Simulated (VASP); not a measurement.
# FePt (P4/mmm) in VASP: further runs

FePt is run at these levels: PBE; tasks: single point.

Program: VASP 6.6.1. These are calculated values, not measurements. Logs are shortened: lines on timing, memory, paths and dates and some standing lists are left out, and cuts for length are marked.

**1. The cell of the first run**

Symmetry: P4/mmm, No. 123, tetragonal system. The conventional cell has a = 2.696 Å, b = 2.696 Å, c = 3.707 Å, α = 90.00°, β = 90.00°, γ = 90.00°. Within 3.5 Å of Fe (site symmetry 4/mmm) lie 8 Pt at 2.66 Å and 4 Fe at 2.70 Å. Pt (site symmetry 4/mmm) has 8 Fe at 2.66 Å and 4 Pt at 2.70 Å within 3.5 Å.

**2. Single point, PBE, collinear spin, ferromagnetic start (volume scaled by 0.960)**

File INCAR:

```
SYSTEM = FePt
ALGO     = Normal         ! electronic algorithm
EDIFF    = 1E-6           ! SCF threshold, eV
ENCUT    = 520            ! plane-wave cutoff, eV
GGA      = PE             ! functional
ISIF     = 2              ! what is computed and relaxed
ISMEAR   = 0              ! smearing method
ISPIN    = 2              ! spin polarisation
LASPH    = .True.         ! aspherical terms in the spheres
LCHARG   = .True.         ! write CHGCAR
LELF     = .True.         ! ELF
LMAXMIX  = 4              ! l up to which the mixer works
LORBIT   = 11             ! projections on sites
LREAL    = .False.        ! projectors in reciprocal space
LVHAR    = .True.       
LWAVE    = .False.        ! write WAVECAR
MAGMOM   = 3.25 0         ! initial moments
NBANDS   = 20             ! bands
NELM     = 150            ! most SCF steps
PREC     = Accurate       ! precision mode
SIGMA    = 0.05           ! smearing width, eV
```

File KPOINTS:

```
k-points
0
Gamma
  12 12 10
  0 0 0
```

File POSCAR:

```
FePt
1.0
    2.6956527618      0.0000000000      0.0000000000
    0.0000000000      2.6956527618      0.0000000000
    0.0000000000      0.0000000000      3.7068916758
Fe Pt
1 1
Direct
    0.5000000000      0.5000000000      0.5000000000
    0.0000000000      0.0000000000      0.0000000000
```

Potentials or basis: VASP PAW PBE potentials, release 64 (Fe, Pt).

Launch:

```bash
$ cat potpaw_PBE.64/Fe/POTCAR potpaw_PBE.64/Pt/POTCAR > POTCAR
$ mpirun -np 1 vasp_std > vasp.out
```

OUTCAR:

```text
SYSTEM = FePt
   EDIFF = 1E-6
   ENCUT = 520
   GGA = PE
   ISIF = 2
   ISMEAR = 0
   ISPIN = 2
   LASPH = .True.
   LORBIT = 11
   LREAL = .False.
   NELM = 150
   PREC = Accurate

 ion  position               nearest neighbor table
   1  0.500  0.500  0.500-   2 2.66   2 2.66   2 2.66   2 2.66   2 2.66   2 2.66   2 2.66   2 2.66

   2  0.000  0.000  0.000-   1 2.66   1 2.66   1 2.66   1 2.66   1 2.66   1 2.66   1 2.66   1 2.66

  LATTYP: Found a simple tetragonal cell.
 ALAT       =     2.6956527618
 C/A-ratio  =     1.3751369347

  Lattice vectors:

 A1 = (   2.6956527618,   0.0000000000,   0.0000000000)
 A2 = (   0.0000000000,   2.6956527618,   0.0000000000)
 A3 = (   0.0000000000,   0.0000000000,   3.7068916758)

Analysis of symmetry for initial positions (statically):
=====================================================================
 Subroutine PRICEL returns:
 Original cell was already a primitive cell.

 Routine SETGRP: Setting up the symmetry group for a
 simple tetragonal supercell.

 Subroutine GETGRP returns: Found 16 space group operations
 (whereof 16 operations were pure point group operations)
 out of a pool of 16 trial point group operations.

The static configuration has the point symmetry D_4h.

Analysis of symmetry for dynamics (positions and initial velocities):
=====================================================================
 Subroutine PRICEL returns:
 Original cell was already a primitive cell.

 Routine SETGRP: Setting up the symmetry group for a
 simple tetragonal supercell.

 Subroutine GETGRP returns: Found 16 space group operations
 (whereof 16 operations were pure point group operations)
 out of a pool of 16 trial point group operations.

The dynamic configuration has the point symmetry D_4h.

Analysis of structural, dynamic, and magnetic symmetry:
=====================================================================
 Subroutine PRICEL returns:
 Original cell was already a primitive cell.

 Routine SETGRP: Setting up the symmetry group for a
 simple tetragonal supercell.

 Subroutine GETGRP returns: Found 16 space group operations
 (whereof 16 operations were pure point group operations)
 out of a pool of 16 trial point group operations.

The overall configuration has the point symmetry D_4h.

 Subroutine INISYM returns: Found 16 space group operations
 (whereof 16 operations are pure point group operations),
 and found     1 'primitive' translations

----------------------------------------------------------------------------------------

                                     Primitive cell
[... 114 lines left out ...]
  Thomas-Fermi vector in A             =   2.551019
   LORBIT       =     11    0 simple, 1 ext, 2 COOP (PROOUT), +10 PAW based schemes
   GGA     = PE    functional components
   LHFCALC =     F    Hartree Fock is set to
   AEXX    =    0.0000 exact exchange contribution
   IVDW    =     0    specifies the selected vdW correction
   LEPSILON=     F    determine dielectric tensor
   LRPA    =     F    only Hartree local field effects (RPA)
 spin polarized calculation
 Gauss-broadening in eV      SIGMA  =   0.05
  energy-cutoff  :      520.00
  volume of cell :       26.94
 maximum number of plane-waves:       748
   NGX = 11   NGY = 11   NGZ = 13

 number of electron      18.0000008 magnetization       3.2225776

 Free energy of the ion-electron system (eV)
  ---------------------------------------------------
  ext. energy  EPLUGINS =         0.00000000
  ---------------------------------------------------
  free energy    TOTEN  =       -14.77423273 eV

  energy without entropy =      -14.77186943  energy(sigma->0) =      -14.77305108

 E-fermi :   9.0020     XC(G=0): -13.1980

 val. band max:        9.0015263124   @ k =   0.3333   0.1667   0.0000
 cond. band min:       9.0050396846   @ k =   0.4167   0.1667   0.0000
 fundamental gap:      0.0035133721
 Fermi energy:         9.0019896042

 spin component 1

 k-point     1 :       0.0000    0.0000    0.0000
  band No.  band energies     occupation
      1      -0.7488      1.00000
      2       2.4997      1.00000
      3       2.6601      1.00000
      4       5.5537      1.00000
      5       5.5537      1.00000
      6       6.0900      1.00000
[... 541 lines left out ...]
     19      30.1689      0.00000
     20      30.2570      0.00000

 [... further k-points ...]

 spin component 2

 k-point     1 :       0.0000    0.0000    0.0000
  band No.  band energies     occupation
      1      -0.6164      1.00000
      2       3.0309      1.00000
      3       3.0545      1.00000
      4       6.6108      1.00000
      5       6.6108      1.00000
      6       8.1651      1.00000
[... 541 lines left out ...]
     19      30.5459      0.00000
     20      30.6154      0.00000

 [... further k-points ...]

------------------------ aborting loop because EDIFF is reached ----------------------------------------

  FORCE on cell =-STRESS in cart. coord.  units (eV):
  Direction    XX          YY          ZZ          XY          YZ          ZX
  --------------------------------------------------------------------------------------
  -------------------------------------------------------------------------------------
  Total        1.4064802      1.4064802      1.4618007      0.0000000      0.0000000     -0.0000000
  in kB       83.6577963     83.6577963     86.9482708      0.0000000      0.0000000     -0.0000000
  external PRESSURE =      84.7546212 kB  Pullay stress =       0.0000000 kB

 VOLUME and BASIS-vectors are now :
 -----------------------------------------------------------------------------
  energy-cutoff  :      520.00
  volume of cell :       26.94
      direct lattice vectors                 reciprocal lattice vectors
     2.695652762  0.000000000  0.000000000     0.370967661  0.000000000  0.000000000
     0.000000000  2.695652762  0.000000000     0.000000000  0.370967661  0.000000000
     0.000000000  0.000000000  3.706891676     0.000000000  0.000000000  0.269767797

 POSITION                                       TOTAL-FORCE (eV/Angst)
 -----------------------------------------------------------------------------------
      1.34783      1.34783      1.85345         0.000000      0.000000      0.000000
      0.00000      0.00000      0.00000         0.000000      0.000000      0.000000
 -----------------------------------------------------------------------------------
    total drift:                               -0.000000      0.000000      0.000000

  FREE ENERGIE OF THE ION-ELECTRON SYSTEM (eV)
  ---------------------------------------------------
  free  energy   TOTEN  =       -14.7742327301 eV

  energy  without entropy=      -14.7718694335  energy(sigma->0) =      -14.77305108

 total charge

# of ion       s       p       d       tot
------------------------------------------
    1        0.418   0.471   6.148   7.037
    2        0.727   0.697   8.070   9.495
--------------------------------------------------
tot          1.145   1.168  14.218  16.532

 magnetization (x)

# of ion       s       p       d       tot
------------------------------------------
    1        0.004  -0.008   2.875   2.871
    2       -0.026  -0.069   0.419   0.324
--------------------------------------------------
tot         -0.022  -0.076   3.294   3.195
```

OSZICAR:

```text
N       E                     dE             d eps       ncg     rms          rms(c)
DAV:   1     0.974729956249E+02    0.97473E+02   -0.79857E+03 13848   0.985E+02
DAV:   2    -0.120572282062E+02   -0.10953E+03   -0.96749E+02 13844   0.221E+02
DAV:   3    -0.161277383591E+02   -0.40705E+01   -0.39486E+01 15528   0.485E+01
DAV:   4    -0.161767413276E+02   -0.49003E-01   -0.48960E-01 15108   0.453E+00
DAV:   5    -0.161779972787E+02   -0.12560E-02   -0.12559E-02 15956   0.810E-01    0.172E+01
DAV:   6    -0.170752714523E+02   -0.89727E+00   -0.95391E+00 14984   0.607E+01    0.224E+01
DAV:   7    -0.149275830286E+02    0.21477E+01   -0.73797E+00 17252   0.580E+01    0.885E+00
DAV:   8    -0.148512388795E+02    0.76344E-01   -0.33096E-01 16812   0.778E+00    0.418E+00
DAV:   9    -0.147826486439E+02    0.68590E-01   -0.93168E-02 19472   0.548E+00    0.174E+00
DAV:  10    -0.147750266812E+02    0.76220E-02   -0.24929E-02 20340   0.248E+00    0.706E-01
DAV:  11    -0.147744025040E+02    0.62418E-03   -0.37780E-03 19768   0.102E+00    0.279E-01
DAV:  12    -0.147742375965E+02    0.16491E-03   -0.44376E-04 18276   0.281E-01    0.857E-02
DAV:  13    -0.147742365772E+02    0.10193E-05   -0.40368E-05 18536   0.992E-02    0.427E-02
DAV:  14    -0.147742322843E+02    0.42929E-05   -0.84865E-06 16656   0.611E-02    0.118E-02
DAV:  15    -0.147742327301E+02   -0.44574E-06   -0.10862E-06 10232   0.144E-02
   1 F= -.14774233E+02 E0= -.14773051E+02  d E =-.236330E-02  mag=     3.2227
```

stdout:

```text
POSCAR found type information on POSCAR FePt
 POSCAR found :  2 types and       2 ions
 scaLAPACK will be used
 LDA part: xc-table for (Slater+PW92), standard interpolation
 POSCAR, INCAR and KPOINTS ok, starting setup
 FFT: planning ... GRIDC
 FFT: planning ... GRID_SOFT
 FFT: planning ... GRID
 WAVECAR not read
 entering main loop
```

Wall time 60 s (1 thread of Intel Xeon 6975P-C (Granite Rapids), shared host); peak memory 0.25 GiB.

Results:

| Property | Result |
| --- | --- |
| Free energy | -14.7742 eV |
| Pressure | 8.5 GPa |
| Net moment | 3.22 μB per cell |
| Site moments | Fe +2.87; Pt +0.32 μB |
| Valence electrons inside the program's atomic spheres | Fe 7.04; Pt 9.49 |

Stress tensor (GPa, compression positive):
```
8.37 0.00 0.00
0.00 8.37 0.00
0.00 0.00 8.69
```

Caveat: the cell differs from its parent crystal (volume scaled by 0.960); spin-orbit coupling is left out, which moves the levels of the heavy elements.

**3. Single point, PBE, collinear spin, ferromagnetic start (volume scaled by 0.980)**

File INCAR:

```
  ALGO = Normal
  EDIFF = 1E-7
  ENCUT = 520
  GGA = PE
  ISIF = 2
  ISMEAR = 0
  ISPIN = 2
  LASPH = T
  LCHARG = F
  LMAXMIX = 4
  LORBIT = 11
  LREAL = F
  LWAVE = F
  MAGMOM = 3.29 0
  NBANDS = 20
  NELM = 150
  PREC = Accurate
  SIGMA = 0.05
```

File KPOINTS:

```
k-points
0
Gamma
  12 12 10
```

File POSCAR:

```
FePt
1.0
    2.7158305644      0.0000000000      0.0000000000
    0.0000000000      2.7158305644      0.0000000000
    0.0000000000      0.0000000000      3.7280977493
Fe Pt
1 1
Direct
    0.5000000000      0.5000000000      0.5000000000
    0.0000000000      0.0000000000      0.0000000000
```

Potentials or basis: VASP PAW PBE potentials, release 64 (Fe, Pt).

Launch:

```bash
$ cat potpaw_PBE.64/Fe/POTCAR potpaw_PBE.64/Pt/POTCAR > POTCAR
$ mpirun -np 1 vasp_std > vasp.out
```

Run time: 67 s. Hardware: 1 thread of Intel Xeon 6975P-C (Granite Rapids), shared host; peak memory 0.26 GiB.

Results (log left out):

```
Free energy                                           : -14.7957 eV
Pressure                                              : 3.8 GPa
Net moment                                            : 3.27 μB per cell
Site moments                                          : Fe +2.91; Pt +0.34 μB
Valence electrons inside the program's atomic spheres : Fe 6.99; Pt 9.44
```

Stress tensor (GPa, compression positive):
```
3.68 0.00 0.00
0.00 3.68 0.00
0.00 0.00 3.99
```

Levels at points of the mesh, in eV from the Fermi level:
Spin up:
```csv
k point,band 8,band 9,band 10,band 11,band 12,band 13,band 14,band 15
"(0.00, 0.00, 0.00)",-1.91,-0.49,-0.36,-0.36,2.25,9.74,11.78,11.78
"(0.50, 0.00, 0.00)",-2.50,-2.12,-1.60,0.21,2.10,10.46,10.56,12.54
"(0.50, 0.50, 0.00)",-0.45,-0.45,0.61,1.68,1.68,7.71,10.14,10.90
"(0.00, 0.00, 0.50)",-2.29,-2.12,-2.12,-1.82,-0.79,15.65,15.78,16.29
"(0.50, 0.00, 0.50)",-0.83,-0.55,-0.49,-0.47,-0.38,4.78,6.86,16.23
"(0.50, 0.50, 0.50)",-1.75,-1.01,0.62,6.91,6.91,7.78,8.43,8.58
```
Spin down:
```
           k point  band 4  band 5  band 6  band 7  band 8  band 9  band 10  band 11  band 12  band 13
(0.00, 0.00, 0.00)   -2.33   -2.33   -0.79   -0.71    0.60    1.72     1.72     1.74     2.43    10.59
(0.50, 0.00, 0.00)   -3.45   -2.43   -1.34   -1.16   -0.87    0.58     0.75     2.44     2.62    11.24
(0.50, 0.50, 0.00)   -4.74    1.00    1.29    1.68    1.77    1.78     1.78     1.81     1.81     8.53
(0.00, 0.00, 0.50)   -2.55   -1.87   -1.87   -1.40   -0.53    0.19     0.49     0.49     1.50    16.07
(0.50, 0.00, 0.50)   -2.81   -2.20   -0.45   -0.42   -0.37    0.96     1.52     1.62     1.68     5.74
(0.50, 0.50, 0.50)   -1.92   -1.48   -1.33   -1.33    0.80    1.01     1.77     7.63     7.63     8.69
```

Caveat: the cell differs from its parent crystal (volume scaled by 0.980); spin-orbit coupling is left out, which moves the levels of the heavy elements.

**4. Single point, PBE, collinear spin, ferromagnetic start**

This run uses another cell than the first one, of 14.03 Å³/atom, 1.042 times its volume.

File INCAR:

```
PREC     = Accurate       # precision mode
ENCUT    = 520            # plane-wave cutoff, eV
EDIFF    = 1E-6           # SCF threshold, eV
ISMEAR   = 0              # smearing method
SIGMA    = 0.05           # smearing width, eV
LREAL    = False          # projectors in reciprocal space
LASPH    = True           # aspherical terms in the spheres
NELM     = 150            # most SCF steps
ALGO     = Normal         # electronic algorithm
ISIF     = 2              # what is computed and relaxed
LWAVE    = False          # write WAVECAR
LCHARG   = True           # write CHGCAR
ISPIN    = 2              # spin polarisation
MAGMOM   = 2.5 0          # initial moments
LORBIT   = 11             # projections on sites
LMAXMIX  = 4              # l up to which the mixer works
GGA      = PE             # functional
LELF     = True           # ELF
LVHAR    = True         
NBANDS   = 20             # bands
```

File KPOINTS:

```
Automatic mesh
0
Gamma
  12 12 10
```

File POSCAR:

```
FePt
1.0
    2.7341813276      0.0000000000      0.0000000000
    0.0000000000      2.7341813276      0.0000000000
    0.0000000000      0.0000000000      3.7532883631
Fe Pt
1 1
Direct
    0.5000000000      0.5000000000      0.5000000000
    0.0000000000      0.0000000000      0.0000000000
```

Potentials or basis: VASP PAW PBE potentials, release 64 (Fe, Pt).

Launch:

```bash
$ cat potpaw_PBE.64/Fe/POTCAR potpaw_PBE.64/Pt/POTCAR > POTCAR
$ mpirun -np 1 vasp_std > vasp.out
```

OUTCAR:

```text
PREC = Accurate
   ENCUT = 520
   EDIFF = 1E-6
   ISMEAR = 0
   LREAL = False
   LASPH = True
   NELM = 150
   ISIF = 2
   ISPIN = 2
   LORBIT = 11
   GGA = PE

 ion  position               nearest neighbor table
   1  0.500  0.500  0.500-   2 2.69   2 2.69   2 2.69   2 2.69   2 2.69   2 2.69   2 2.69   2 2.69

   2  0.000  0.000  0.000-   1 2.69   1 2.69   1 2.69   1 2.69   1 2.69   1 2.69   1 2.69   1 2.69

  LATTYP: Found a simple tetragonal cell.
 ALAT       =     2.7341813276
 C/A-ratio  =     1.3727284014

  Lattice vectors:

 A1 = (   2.7341813276,   0.0000000000,   0.0000000000)
 A2 = (   0.0000000000,   2.7341813276,   0.0000000000)
[... 1318 lines left out ...]

 VOLUME and BASIS-vectors are now :
 -----------------------------------------------------------------------------
  energy-cutoff  :      520.00
  volume of cell :       28.06
      direct lattice vectors                 reciprocal lattice vectors
     2.734181328  0.000000000  0.000000000     0.365740191  0.000000000  0.000000000
     0.000000000  2.734181328  0.000000000     0.000000000  0.365740191  0.000000000
     0.000000000  0.000000000  3.753288363     0.000000000  0.000000000  0.266433032

 POSITION                                       TOTAL-FORCE (eV/Angst)
 -----------------------------------------------------------------------------------
      1.36709      1.36709      1.87664         0.000000      0.000000      0.000000
      0.00000      0.00000      0.00000         0.000000      0.000000      0.000000
 -----------------------------------------------------------------------------------
    total drift:                               -0.000000      0.000000      0.000000

  FREE ENERGIE OF THE ION-ELECTRON SYSTEM (eV)
  ---------------------------------------------------
  free  energy   TOTEN  =       -14.8016700472 eV

  energy  without entropy=      -14.7988740511  energy(sigma->0) =      -14.80027205

 total charge

# of ion       s       p       d       tot
------------------------------------------
    1        0.404   0.439   6.108   6.951
    2        0.706   0.646   8.046   9.398
--------------------------------------------------
tot          1.110   1.085  14.154  16.349

 magnetization (x)

# of ion       s       p       d       tot
------------------------------------------
    1        0.005  -0.007   2.955   2.953
    2       -0.025  -0.065   0.430   0.339
--------------------------------------------------
tot         -0.020  -0.072   3.385   3.292
```

OSZICAR:

```text
N       E                     dE             d eps       ncg     rms          rms(c)
DAV:   1     0.951772375995E+02    0.95177E+02   -0.79341E+03 13912   0.970E+02
DAV:   2    -0.122186361538E+02   -0.10740E+03   -0.94828E+02 13816   0.218E+02
DAV:   3    -0.161122191033E+02   -0.38936E+01   -0.37712E+01 15728   0.474E+01
DAV:   4    -0.161591026944E+02   -0.46884E-01   -0.46850E-01 15080   0.442E+00
DAV:   5    -0.161603315587E+02   -0.12289E-02   -0.12288E-02 15960   0.804E-01    0.164E+01
DAV:   6    -0.175956097136E+02   -0.14353E+01   -0.10898E+01 14940   0.634E+01    0.249E+01
DAV:   7    -0.149075941849E+02    0.26880E+01   -0.80898E+00 17296   0.613E+01    0.912E+00
DAV:   8    -0.149104686922E+02   -0.28745E-02   -0.35086E-01 16692   0.768E+00    0.444E+00
DAV:   9    -0.148139008341E+02    0.96568E-01   -0.12616E-01 19460   0.642E+00    0.181E+00
DAV:  10    -0.148027966800E+02    0.11104E-01   -0.38778E-02 20012   0.312E+00    0.776E-01
DAV:  11    -0.148020578932E+02    0.73879E-03   -0.36203E-03 19028   0.907E-01    0.297E-01
DAV:  12    -0.148016737497E+02    0.38414E-03   -0.29888E-04 18836   0.208E-01    0.795E-02
DAV:  13    -0.148016734615E+02    0.28816E-06   -0.80821E-05 17564   0.154E-01    0.525E-02
DAV:  14    -0.148016702295E+02    0.32320E-05   -0.82709E-06 17456   0.594E-02    0.188E-02
DAV:  15    -0.148016700472E+02    0.18235E-06   -0.42424E-06 15700   0.399E-02
   1 F= -.14801670E+02 E0= -.14800272E+02  d E =-.279600E-02  mag=     3.3126
```

stdout:

```text
POSCAR found type information on POSCAR FePt
 POSCAR found :  2 types and       2 ions
 scaLAPACK will be used
 LDA part: xc-table for (Slater+PW92), standard interpolation
 POSCAR, INCAR and KPOINTS ok, starting setup
 FFT: planning ... GRIDC
 FFT: planning ... GRID_SOFT
 FFT: planning ... GRID
 WAVECAR not read
 entering main loop
```

It took 65 s on 1 thread of Intel Xeon 6975P-C (Granite Rapids), shared host; peak memory 0.26 GiB.

Results:

| Property | Result |
| --- | --- |
| Free energy | -14.8017 eV |
| Pressure | -0.5 GPa |
| Net moment | 3.31 μB per cell |
| Site moments | Fe +2.95; Pt +0.34 μB |
| Valence electrons inside the program's atomic spheres | Fe 6.95; Pt 9.40 |

Caveat: spin-orbit coupling is left out, which moves the levels of the heavy elements.

**5. Summary**

| cell | gap on the mesh (eV) | pressure (GPa) | moment (μB) |
| --- | --- | --- | --- |
| a = 2.696, b = 2.696, c = 3.707 Å, 2 atoms | none | 8.5 | 3.22 |
| a = 2.716, b = 2.716, c = 3.728 Å, 2 atoms | none | 3.8 | 3.27 |
| a = 2.734, b = 2.734, c = 3.753 Å, 2 atoms | none | -0.5 | 3.31 |

Alike in all rows: task single point; level PBE; potentials or basis VASP PAW PBE potentials, release 64 (Fe, Pt); spin collinear, ferromagnetic start; k mesh 12 × 12 × 10; cutoff (eV) 520; smearing gaussian 0.05 eV.

Caveats: spin-orbit coupling is left out, which moves the levels of the heavy elements.

Absolute energies hang on the potentials; compare differences alone.
